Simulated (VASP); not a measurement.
Input of a VASP 6.6.1 run:

Contents of INCAR:

```
PREC = Accurate
ENCUT = 520
EDIFF = 1E-6
ISMEAR = -1
SIGMA = 0.08
LREAL = F
LASPH = T
NELM = 60
ALGO = Normal
ISIF = 2
LWAVE = F
LCHARG = F
LDIPOL = T
IDIPOL = 3
DIPOL = 0.5 0.5 0.500
NBANDS = 45
```

Contents of KPOINTS:

```
Automatic mesh
0
Gamma
  14 8 1
```

Contents of POSCAR:

```
Zn
1.0
    2.5748926521      0.0000000000      0.0000000000
    0.0000000000      4.7112279034      0.0000000000
    0.0000000000      0.0000000000     21.2032000000
Zn
6
Direct
    0.7500000000      0.7500000000      0.3888419928
    0.2500000000      0.2500000000      0.3887959028
    0.2500000000      0.7500000000      0.5000236279
    0.7500000000      0.2500000000      0.4999763593
    0.7500000000      0.7500000000      0.6112040979
    0.2500000000      0.2500000000      0.6111580192
```

Potentials or basis: VASP PAW LDA potentials, release 64 (Zn).

Launch:

```console
$ cat potpaw_LDA.64/Zn/POTCAR > POTCAR
$ mpirun -np 1 vasp_std > vasp.out
```

**Question.** Predict the band gap on the k mesh.

**Answer.** Zero (bands 36 and 37 overlap by 2.59 eV).

**Question.** What does it give for the largest force?

**Answer.** 0.018 eV/Å.

Forces in eV/Å, atoms in the order of the input:
```
Zn   0.000  0.000 -0.018
Zn   0.000  0.000 -0.017
Zn   0.000  0.000  0.000
Zn   0.000  0.000  0.000
Zn   0.000  0.000  0.017
Zn   0.000  0.000  0.018
```
